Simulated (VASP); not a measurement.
# HgTe (Fm-3m) in VASP: further runs

Runs on HgTe. Level: r2SCAN. Tasks: relaxation of the atoms.

Everything below comes from runs of VASP 6.6.1. Logs are shortened: lines on timing, memory, paths and dates and some standing lists are left out, and cuts for length are marked.

## Step 1: The cell of the first run

The structure is cubic, space group Fm-3m (No. 225). Conventional cell: a = 6.012 Å, b = 6.012 Å, c = 6.012 Å, α = 90.00°, β = 90.00°, γ = 90.00°. Within 4.0 Å of Hg (site symmetry m-3m) lie 6 Te at 3.01 Å. Te (site symmetry m-3m) has 6 Hg at 3.01 Å within 4.0 Å.

## Step 2: Relaxation of the atoms, r2SCAN

POSCAR

```
HgTe
1.0
    0.0000000000      3.0061388400      3.0061388400
    3.0061388400      0.0000000000      3.0061388400
    3.0061388400      3.0061388400      0.0000000000
Hg Te
1 1
Direct
    0.0000000000      0.0000000000      0.0000000000
    0.5000000000      0.5000000000      0.5000000000
```

INCAR.step1

```
PREC = Accurate ; ENCUT = 520
ISMEAR = -1 ; SIGMA = 0.1
LREAL = F ; LASPH = T
NELM = 60 ; GGA = PE
ALGO = Normal ; EDIFF = 1E-4
LWAVE = T ; LCHARG = F
```

INCAR.step2

```
PREC = Accurate ; ENCUT = 520
EDIFF = 1E-6 ; ISMEAR = -1
SIGMA = 0.1 ; LREAL = F
LASPH = T ; NELM = 60
ALGO = Normal ; ISIF = 2
LWAVE = F ; LCHARG = F
METAGGA = R2SCAN ; LMIXTAU = T
IBRION = 2 ; NSW = 50
EDIFFG = -0.01 ; ISTART = 1
```

KPOINTS

```
Automatic mesh
0
Gamma
  10 10 10
```

Potentials or basis: VASP PAW PBE potentials, release 64 (Hg, Te).

On the command line:

```
$ cat potpaw_PBE.64/Hg/POTCAR potpaw_PBE.64/Te/POTCAR > POTCAR
$ cp INCAR.step1 INCAR
$ mpirun -np 1 vasp_std > vasp.out
$ cp INCAR.step2 INCAR
$ mpirun -np 1 vasp_std > vasp.out
```

OUTCAR:

```text
PREC = Accurate
   ENCUT = 520
   EDIFF = 1E-6
   ISMEAR = -1
   LREAL = F
   LASPH = T
   NELM = 60
   ISIF = 2
   METAGGA = R2SCAN
   IBRION = 2
   NSW = 50
   EDIFFG = -0.01
   ISTART = 1

 ion  position               nearest neighbor table
   1  0.000  0.000  0.000-   2 3.01   2 3.01   2 3.01   2 3.01   2 3.01   2 3.01
   2  0.500  0.500  0.500-   1 3.01   1 3.01   1 3.01   1 3.01   1 3.01   1 3.01

  LATTYP: Found a face centered cubic cell.
 ALAT       =     6.0122776800

  Lattice vectors:

 A1 = (   0.0000000000,   3.0061388400,   3.0061388400)
 A2 = (   3.0061388400,   0.0000000000,   3.0061388400)
 A3 = (   3.0061388400,   3.0061388400,   0.0000000000)

Analysis of symmetry for initial positions (statically):
=====================================================================
 Subroutine PRICEL returns:
 Original cell was already a primitive cell.

 Routine SETGRP: Setting up the symmetry group for a
 face centered cubic supercell.

 Subroutine GETGRP returns: Found 48 space group operations
 (whereof 48 operations were pure point group operations)
 out of a pool of 48 trial point group operations.

The static configuration has the point symmetry O_h .

Analysis of symmetry for dynamics (positions and initial velocities):
=====================================================================
 Subroutine PRICEL returns:
 Original cell was already a primitive cell.

 Routine SETGRP: Setting up the symmetry group for a
 face centered cubic supercell.

 Subroutine GETGRP returns: Found 48 space group operations
 (whereof 48 operations were pure point group operations)
 out of a pool of 48 trial point group operations.

The dynamic configuration has the point symmetry O_h .

 Subroutine INISYM returns: Found 48 space group operations
 (whereof 48 operations are pure point group operations),
 and found     1 'primitive' translations

----------------------------------------------------------------------------------------

                                     Primitive cell

  volume of cell :      54.3322

  direct lattice vectors                    reciprocal lattice vectors
     0.000000000  3.006138840  3.006138840    -0.166326316  0.166326316  0.166326316
     3.006138840  0.000000000  3.006138840     0.166326316 -0.166326316  0.166326316
     3.006138840  3.006138840  0.000000000     0.166326316  0.166326316 -0.166326316

  length of vectors
     4.251322318  4.251322318  4.251322318     0.288085631  0.288085631  0.288085631

  position of ions in fractional coordinates (direct lattice)
     0.000000000  0.000000000  0.000000000
     0.500000000  0.500000000  0.500000000

  ion indices of the primitive-cell ions
   primitive index   ion index
                 1           1
                 2           2

----------------------------------------------------------------------------------------

 KPOINTS: Automatic mesh

Automatic generation of k-mesh.
 Grid dimensions read from file:
 generate k-points for:   10   10   10

 Generating k-lattice:

  Cartesian coordinates                     Fractional coordinates (reciprocal lattice)
    -0.016632632  0.016632632  0.016632632     0.100000000  0.000000000  0.000000000
     0.016632632 -0.016632632  0.016632632     0.000000000  0.100000000  0.000000000
     0.016632632  0.016632632 -0.016632632     0.000000000  0.000000000  0.100000000

  Length of vectors
     0.028808563  0.028808563  0.028808563

  Shift w.r.t. Gamma in fractional coordinates (k-lattice)
     0.000000000  0.000000000  0.000000000

 Subroutine IBZKPT returns following result:
 ===========================================

 Found     47 irreducible k-points:

 Following reciprocal coordinates:
            Coordinates               Weight
  0.000000  0.000000  0.000000      1.000000
  0.100000  0.000000  0.000000      8.000000
  0.200000  0.000000  0.000000      8.000000
  0.300000  0.000000  0.000000      8.000000
  0.400000  0.000000  0.000000      8.000000
  0.500000  0.000000  0.000000      4.000000
[... 16 lines left out ...]
  0.300000  0.300000  0.000000      6.000000
  0.400000  0.300000  0.000000     24.000000
 [... further k-points ...]
   k-points           NKPTS =     47   k-points in BZ     NKDIM =     47   number of bands    NBANDS=     13
   number of dos      NEDOS =    301   number of ions     NIONS =      2
   total plane-waves  NPLWV =  32768
   dimension x,y,z NGX =    32 NGY =   32 NGZ =   32
   dimension x,y,z NGXF=    64 NGYF=   64 NGZF=   64
   ions per type =               1   1
   NGX,Y,Z   is equivalent  to a cutoff of  12.51, 12.51, 12.51 a.u.
   NGXF,Y,Z  is equivalent  to a cutoff of  25.03, 25.03, 25.03 a.u.
 SYSTEM =  unknown system
   PREC   = accura    normal or accurate (medium, high low for compatibility)
   ISTART =      1    job   : 0-new  1-cont  2-samecut
   ICHARG =      0    charge: 1-file 2-atom 10-const
   ISPIN  =      1    spin polarized calculation?
   LNONCOLLINEAR =      F non collinear calculations
   LSORBIT =      F    spin-orbit coupling
   LASPH  =      T    aspherical Exc in radial PAW
   ENCUT  =  520.0 eV  38.22 Ry    6.18 a.u.   7.90  7.90  7.90*2*pi/ulx,y,z
   NELM   =     60;   NELMIN=  2; NELMDL=  0     # of ELM steps
   EDIFF  = 0.1E-05   stopping-criterion for ELM
   LREAL  =      F    real-space projection
   EDIFFG = -.1E-01   stopping-criterion for IOM
   NSW    =     50    number of steps for IOM
   IBRION =      2    ionic relax: 0-MD 1-quasi-New 2-CG
   NFREE  =      1    steps in history (QN), initial steepest desc. (CG)
   ISIF   =      2    stress and relaxation
   ISYM   =      2    0-nonsym 1-usesym 2-fastsym
   POTIM  = 0.5000    time-step for ionic-motion
   TEBEG  =    0.0;   TEEND  =   0.0 temperature during run
   PSTRESS=    0.0 pullay stress
   NELECT =      18.0000    total number of electrons
   NUPDOWN=      -1.0000    fix difference up-down
   EMIN   =  10.00;   EMAX   =-10.00  energy-range for DOS
   EFERMI =   0.00;   METHOD = LEGACY
   ISMEAR =    -1;   SIGMA  =   0.10  broadening in eV -4-tet -1-fermi 0-gaus
   EFERMI_NEDOS =   21; number of points for ismear=-14 and -15
   IALGO  =     38    algorithm
   IMIX   =      4    mixing-type and parameters
     AMIX     =   0.40;   BMIX     =  1.00
     AMIX_MAG =   1.60;   BMIX_MAG =  1.00
  volume/ion in A,a.u.               =      27.17       183.33
  Fermi-wavevector in a.u.,A,eV,Ry     =   1.132783  2.140649 17.458952  1.283197
  Thomas-Fermi vector in A             =   2.269484
   LORBIT       =      0    0 simple, 1 ext, 2 COOP (PROOUT), +10 PAW based schemes
   METAGGA = R2SCAN    functional components
   LHFCALC =     F    Hartree Fock is set to
   AEXX    =    0.0000 exact exchange contribution
   IVDW    =     0    specifies the selected vdW correction
   LEPSILON=     F    determine dielectric tensor
   LRPA    =     F    only Hartree local field effects (RPA)
 conjugate gradient relaxation of ions
 non-spin polarized calculation
  energy-cutoff  :      520.00
  volume of cell :       54.33
 maximum number of plane-waves:      1477
   NGX = 15   NGY = 15   NGZ = 15

 number of electron      18.0000000 magnetization

 Free energy of the ion-electron system (eV)
  ---------------------------------------------------
  ext. energy  EPLUGINS =         0.00000000
  ---------------------------------------------------
  free energy    TOTEN  =       -74.86965416 eV

  energy without entropy =      -74.84237332  energy(sigma->0) =      -74.85601374

 E-fermi :   4.6966     XC(G=0): -10.6563

 val. band max:        4.6062599768   @ k =   0.5000   0.3000   0.0000
 cond. band min:       4.7455686992   @ k =  -0.2000   0.1000   0.0000
 fundamental gap:      0.1393087225
 Fermi energy:         4.6965654229

 k-point     1 :       0.0000    0.0000    0.0000
  band No.  band energies     occupation
      1      -8.0829      2.00000
      2      -2.4635      2.00000
      3      -2.4635      2.00000
      4      -2.3911      2.00000
      5      -2.3911      2.00000
      6      -2.3911      2.00000
      7       3.8607      1.99953
      8       3.8607      1.99953
      9       3.8607      1.99953
     10       4.2723      1.97166
     11      12.8213      0.00000
     12      12.8213      0.00000
     13      12.8213      0.00000

 k-point     2 :       0.1000    0.0000    0.0000
  band No.  band energies     occupation
      1      -7.9842      2.00000
      2      -2.5027      2.00000
      3      -2.5027      2.00000
      4      -2.4045      2.00000
      5      -2.3773      2.00000
      6      -2.3773      2.00000
      7       2.4919      2.00000
      8       3.9546      1.99880
      9       3.9546      1.99880
     10       5.5781      0.00030
     11      11.5934      0.00000
     12      12.1852      0.00000
     13      12.1853      0.00000

 k-point     3 :       0.2000    0.0000    0.0000
  band No.  band energies     occupation
      1      -7.7015      2.00000
      2      -2.6098      2.00000
      3      -2.6098      2.00000
      4      -2.4544      2.00000
      5      -2.3322      2.00000
      6      -2.3322      2.00000
      7       1.0251      2.00000
      8       4.2090      1.98486
      9       4.2090      1.98486
     10       6.8096      0.00000
     11      10.3536      0.00000
     12      11.0264      0.00000
     13      11.0264      0.00000
[... 305 lines left out ...]
 k-point    23 :       0.3000    0.3000    0.0000
  band No.  band energies     occupation
      1      -7.2316      2.00000
      2      -2.7070      2.00000
      3      -2.4904      2.00000
      4      -2.3927      2.00000
      5      -2.2499      2.00000
      6      -2.2499      2.00000
      7       1.1484      2.00000
      8       2.7705      2.00000
      9       2.7705      2.00000
     10       4.6033      1.43515
     11      10.3324      0.00000
     12      12.2146      0.00000
     13      13.1036      0.00000

 k-point    24 :       0.4000    0.3000    0.0000
  band No.  band energies     occupation
      1      -7.0400      2.00000
      2      -2.5206      2.00000
      3      -2.5012      2.00000
      4      -2.4399      2.00000
      5      -2.1903      2.00000
      6      -2.1857      2.00000
      7       0.5099      2.00000
      8       2.5402      2.00000
      9       2.6814      2.00000
     10       4.0391      1.99721
     11      10.2682      0.00000
     12      12.6535      0.00000
     13      13.0951      0.00000

 [... further k-points ...]
[... 5 lines left out ...]
  --------------------------------------------------------------------------------------
  -------------------------------------------------------------------------------------
  Total        0.8482827      0.8482827      0.8482827      0.0000000      0.0000000      0.0000000
  in kB       25.0146294     25.0146294     25.0146294      0.0000000      0.0000000      0.0000000
  external PRESSURE =      25.0146294 kB  Pullay stress =       0.0000000 kB

 VOLUME and BASIS-vectors are now :
 -----------------------------------------------------------------------------
  energy-cutoff  :      520.00
  volume of cell :       54.33
      direct lattice vectors                 reciprocal lattice vectors
     0.000000000  3.006138840  3.006138840    -0.166326316  0.166326316  0.166326316
     3.006138840  0.000000000  3.006138840     0.166326316 -0.166326316  0.166326316
     3.006138840  3.006138840  0.000000000     0.166326316  0.166326316 -0.166326316

 POSITION                                       TOTAL-FORCE (eV/Angst)
 -----------------------------------------------------------------------------------
      0.00000      0.00000      0.00000         0.000000      0.000000     -0.000000
      3.00614      3.00614      3.00614        -0.000000      0.000000      0.000000
 -----------------------------------------------------------------------------------
    total drift:                                0.000000     -0.000000     -0.000000

  FREE ENERGIE OF THE ION-ELECTRON SYSTEM (eV)
  ---------------------------------------------------
  free  energy   TOTEN  =       -74.8696541635 eV

  energy  without entropy=      -74.8423733237  energy(sigma->0) =      -74.85601374

 reached required accuracy - stopping structural energy minimisation
```

Run time: 82 s. Hardware: 1 thread of Intel Xeon Platinum 8259CL at 2.50GHz (Skylake/Cascade Lake), shared host; peak memory 0.2 GiB.

Results:

- Free energy: -74.8697 eV
- Pressure after relaxing: 2.5 GPa
- Band gap on the k mesh: zero (bands 9 and 10 overlap by 2.85 eV)

Final structure:
```
Hg Te
1.0
     0.00000    3.00614    3.00614
     3.00614    0.00000    3.00614
     3.00614    3.00614    0.00000
Hg Te
1 1
Direct
  0.00000 0.00000 0.00000
  0.50000 0.50000 0.50000
```

Caveat: the relaxation stopped at its first step, so nothing moved; the PAW data sets were made with another functional, which shifts forces and pressure a little; spin-orbit coupling is left out, which moves the levels of the heavy elements.

## Step 3: Relaxation of the atoms, r2SCAN

This run uses another cell than the first one, of 27.73 Å³/atom.

POSCAR

```
HgTe
1.0
    0.0000000000      3.0268714900      3.0268714900
    3.0268714900      0.0000000000      3.0268714900
    3.0268714900      3.0268714900      0.0000000000
Hg Te
1 1
Direct
    0.0000000000      0.0000000000      0.0000000000
    0.5000000000      0.5000000000      0.5000000000
```

INCAR.step1

```
SYSTEM = HgTe
ALGO     = Normal         ! electronic algorithm
EDIFF    = 1E-4           ! SCF threshold, eV
ENCUT    = 520            ! plane-wave cutoff, eV
GGA      = PE             ! functional
ISMEAR   = -1             ! smearing method
LASPH    = .TRUE.         ! aspherical terms in the spheres
LCHARG   = .FALSE.        ! write CHGCAR
LREAL    = .FALSE.        ! projectors in reciprocal space
LWAVE    = .TRUE.         ! write WAVECAR
NELM     = 80             ! most SCF steps
PREC     = Accurate       ! precision mode
SIGMA    = 0.1            ! smearing width, eV
```

INCAR.step2

```
SYSTEM = HgTe
ALGO     = Normal         ! electronic algorithm
EDIFF    = 1E-6           ! SCF threshold, eV
EDIFFG   = -0.01          ! ionic threshold
ENCUT    = 520            ! plane-wave cutoff, eV
IBRION   = 2              ! ionic algorithm
ISIF     = 2              ! what is computed and relaxed
ISMEAR   = -1             ! smearing method
ISTART   = 1            
LASPH    = .TRUE.         ! aspherical terms in the spheres
LCHARG   = .FALSE.        ! write CHGCAR
LMIXTAU  = .TRUE.       
LREAL    = .FALSE.        ! projectors in reciprocal space
LWAVE    = .FALSE.        ! write WAVECAR
METAGGA  = R2SCAN         ! meta-GGA
NELM     = 80             ! most SCF steps
NSW      = 50             ! ionic steps
PREC     = Accurate       ! precision mode
SIGMA    = 0.1            ! smearing width, eV
```

KPOINTS

```
k-points
0
G
  10 10 10
  0 0 0
```

Potentials or basis: VASP PAW PBE potentials, release 64 (Hg, Te).

On the command line:

```
$ cat potpaw_PBE.64/Hg/POTCAR potpaw_PBE.64/Te/POTCAR > POTCAR
$ cp INCAR.step1 INCAR
$ mpirun -np 1 vasp_std > vasp.out
$ cp INCAR.step2 INCAR
$ mpirun -np 1 vasp_std > vasp.out
```

Run time: 80 s. Hardware: 1 thread of Intel Xeon Platinum 8259CL at 2.50GHz (Skylake/Cascade Lake), shared host; peak memory 0.21 GiB.

It converged, with:

```
Free energy             : -74.8830 eV
Pressure after relaxing : 1.2 GPa
Band gap on the k mesh  : zero (bands 9 and 10 overlap by 2.74 eV)
```

Final structure:
```cif
data_structure
_symmetry_space_group_name_H-M 'P 1'
_symmetry_Int_Tables_number 1
_cell_length_a 4.2806
_cell_length_b 4.2806
_cell_length_c 4.2806
_cell_angle_alpha 60.000
_cell_angle_beta 60.000
_cell_angle_gamma 60.000
_cell_volume 55.46
loop_
_atom_site_label
_atom_site_type_symbol
_atom_site_fract_x
_atom_site_fract_y
_atom_site_fract_z
_atom_site_occupancy
Hg1 Hg 0.00000 0.00000 0.00000 1
Te1 Te 0.50000 0.50000 0.50000 1
```

Levels at points of the mesh, in eV from the Fermi level:
```
           k point  band 5  band 6  band 7  band 8  band 9  band 10  band 11  band 12  band 13
(0.00, 0.00, 0.00)   -7.00   -7.00   -0.80   -0.80   -0.80    -0.52     8.11     8.11     8.11
(0.50, 0.00, 0.00)   -6.83   -6.83   -5.79    0.29    0.29     3.06     4.10     4.25     4.25
(0.50, 0.50, 0.00)   -6.75   -6.05   -4.53   -2.70   -2.45    -2.45     5.18     9.93     9.93
```

Caveat: the relaxation stopped at its first step, so nothing moved; the PAW data sets were made with another functional, which shifts forces and pressure a little; spin-orbit coupling is left out, which moves the levels of the heavy elements.

The gap in the log of VASP goes by the Fermi energy; the results here count the filled bands.